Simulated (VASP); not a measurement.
Si2Mo (pbesol), 3 atoms in the cell. Symmetry: I4/mmm, No. 139, tetragonal system. Conventional cell: a = 3.200 Å, b = 3.200 Å, c = 7.861 Å, α = 90.00°, β = 90.00°, γ = 90.00°. Si (site symmetry 4mm) has 9 Si at 2.61 to 3.20 Å and 5 Mo at 2.62 Å within 3.4 Å. Within 3.5 Å of Mo (site symmetry 4/mmm) lie 10 Si at 2.62 Å and 4 Mo at 3.20 Å. 

```yaml
Program: VASP 6.6.1
Task: single point
Functional: PBEsol
Potentials_or_basis: VASP PAW PBE potentials, release 64 (Si, Mo_sv)
Cutoff: 520 eV
k_mesh: 8 × 8 × 8
Occupations: gaussian, width 0.1 eV
Spin: no spin polarisation
Dipole_correction: no
Further_INCAR_settings: ALGO = Normal; EDIFF = 1e-07; NBANDS = 18
```

Potentials or basis: VASP PAW PBE potentials, release 64 (Si, Mo_sv).

Run with:

```bash
$ cat potpaw_PBE.64/Si/POTCAR potpaw_PBE.64/Mo_sv/POTCAR > POTCAR
$ mpirun -np 1 vasp_std > vasp.out
```

Hardware: 1 thread of Intel(R) Xeon(R) Platinum 8259CL CPU @ 2.50GHz (Skylake/Cascade Lake), on a shared host.

Q: How long does it take, and how much memory?

A: Wall time 77 s on 1 thread of Intel(R) Xeon(R) Platinum 8259CL CPU @ 2.50GHz (Skylake/Cascade Lake), with other jobs on the host, peak memory 0.21 GiB. Counts: scf iterations 15, k points 59.
